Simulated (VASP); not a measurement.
The system is Rh.

```xyz
1
Lattice="0.0000 1.9150 1.9150 1.9150 0.0000 1.9150 1.9150 1.9150 0.0000" Properties=species:S:1:pos:R:3 pbc="T T T"
Rh    0.0000    0.0000    0.0000
```

- Program: VASP 6.6.1
- Task: relaxation of cell and atoms
- Functional: PBE
- Dispersion: D3(BJ)
- Potentials or basis: VASP PAW PBE potentials, release 64 (Rh_pv)
- Cutoff: 600 eV
- k mesh: 18 × 18 × 18
- Occupations: gaussian, width 0.1 eV
- Spin: no spin polarisation

At the start: pressure -7.6 GPa; volume 14.05 Å³/atom.

Problem. How do energy, volume and symmetry change on relaxing?

Solution. Over 4 steps the energy falls by 9.9 meV/atom and the volume is 13.64 Å³/atom (-2.9 %); space group Fm-3m (No. 225, to 0.05 Å).

Step by step:
| step | energy change (eV) | largest force (eV/Å) | pressure (GPa) | volume (Å³) |
| --- | --- | --- | --- | --- |
| 1 | 0.0000 | 0.0000 | -7.63 | 14.05 |
| 2 | 0.0524 | 0.0000 | 23.46 | 12.73 |
| 3 | -0.0099 | 0.0000 | -0.25 | 13.65 |
| 4 | -0.0099 | 0.0000 | 0.03 | 13.64 |

Final structure:
```cif
data_structure
_symmetry_space_group_name_H-M 'P 1'
_symmetry_Int_Tables_number 1
_cell_length_a 2.6820
_cell_length_b 2.6820
_cell_length_c 2.6820
_cell_angle_alpha 60.000
_cell_angle_beta 60.000
_cell_angle_gamma 60.000
_cell_volume 13.64
loop_
_atom_site_label
_atom_site_type_symbol
_atom_site_fract_x
_atom_site_fract_y
_atom_site_fract_z
_atom_site_occupancy
Rh1 Rh 0.00000 0.00000 0.00000 1
```

Caveat: pairwise dispersion overbinds metals, which lowers pressure and volume.
